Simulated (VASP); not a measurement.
Crystal: Ti6C.

```
Ti C
1.0
     7.59213    0.00000    0.00000
    -3.79606    6.57498    0.00000
     0.00000    0.00000    2.51044
Ti C
6 1
Direct
  0.31660 0.00000 0.50000
  0.00000 0.31660 0.50000
  0.68340 0.68340 0.50000
  0.68340 0.00000 0.50000
  0.00000 0.68340 0.50000
  0.31660 0.31660 0.50000
  0.00000 0.00000 0.00000
```

The cell was generated, and may not be a known phase.

```yaml
Program: VASP 6.6.1
Task: relaxation of cell and atoms
Functional: PBE
Potentials_or_basis: VASP PAW PBE potentials, release 64 (Ti_sv, C)
Cutoff: 600 eV
k_mesh: 3 × 3 × 6
Occupations: gaussian, width 0.1 eV
Spin: no spin polarisation
```

At the start: pressure 1.5 GPa; volume 17.90 Å³/atom.

Where does the relaxation end?

Over 5 steps the energy falls by 4.2 meV/atom and the volume is 18.10 Å³/atom (+1.1 %); space group P6/mmm (No. 191, to 0.1 Å) before and after.

Step by step:
```
step  energy change (eV)  largest force (eV/Å)  pressure (GPa)  volume (Å³)
   1              0.0000                0.3058            1.45       125.32
   2             -0.0229                0.0710           -0.81       128.28
   3             -0.0239                0.1097           -0.46       127.77
   4             -0.0284                0.0441           -0.22       127.16
   5             -0.0293                0.0021           -0.03       126.73
```

Final structure:
```xyz
7
Lattice="7.6099 0.0000 0.0000 -3.8050 6.5904 0.0000 0.0000 0.0000 2.5270" Properties=species:S:1:pos:R:3 pbc="T T T"
Ti    2.4331    0.0000    1.2635
Ti   -1.2165    2.1071    1.2635
Ti    2.5884    4.4833    1.2635
Ti    5.1768    0.0000    1.2635
Ti   -2.5884    4.4833    1.2635
Ti    1.2165    2.1071    1.2635
C     0.0000    0.0000    0.0000
```

Caveat: the k points lie up to 0.41 Å⁻¹ apart in the final cell, too coarse for converged energies and pressures of a metal.
